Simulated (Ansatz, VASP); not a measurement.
**One calculation of TaRu4, two programs**

```xyz
10
Lattice="2.7649 0.0000 0.0000 -1.3824 2.3944 0.0000 0.0000 0.0000 22.2015" Properties=species:S:1:pos:R:3 pbc="T T T"
Ta    0.0000    1.5963    5.5504
Ta    1.3824    0.7981   16.6511
Ru    0.0000    1.5963   19.0229
Ru    0.0000    1.5963    1.0531
Ru    0.0000    1.5963   10.0476
Ru    0.0000    1.5963   14.2793
Ru    1.3824    0.7981   21.1484
Ru    1.3824    0.7981    3.1786
Ru    1.3824    0.7981    7.9222
Ru    1.3824    0.7981   12.1539
```

Alike in both runs: functional PBE; k mesh 6 × 6 × 1; occupations gaussian, width 0.1 eV; no spin polarisation.

Ansatz relaxed the structure, and its values are those at the end. VASP's run is a single point on that final structure, the one shown.

```csv
,VASP,Ansatz
version,VASP 6.6.1,Ansatz 0.2.0
potentials or method,"VASP PAW PBE potentials, release 64 (Ta_pv, Ru_pv), cutoff 520 eV","scalar-relativistic, plane waves, PAW"
valence electrons in the cell,134,154
```

```tsv
	VASP	Ansatz	Ansatz less VASP
gap on the k mesh at the Fermi level (eV)	none	none	-
pressure (GPa)	0.0	0.0	-0.01
rms of the force components (eV/Å)	0.003	0.001	-0.0020
```

A gap of «none» marks a metal or a gap that the smearing closes. VASP's potentials hold 134 valence electrons a cell and Ansatz's 154, so a difference there can come from the potentials and not from the codes.

The k mesh is coarse, so the values compare programs but aren't converged. Neither program's run includes spin-orbit coupling.
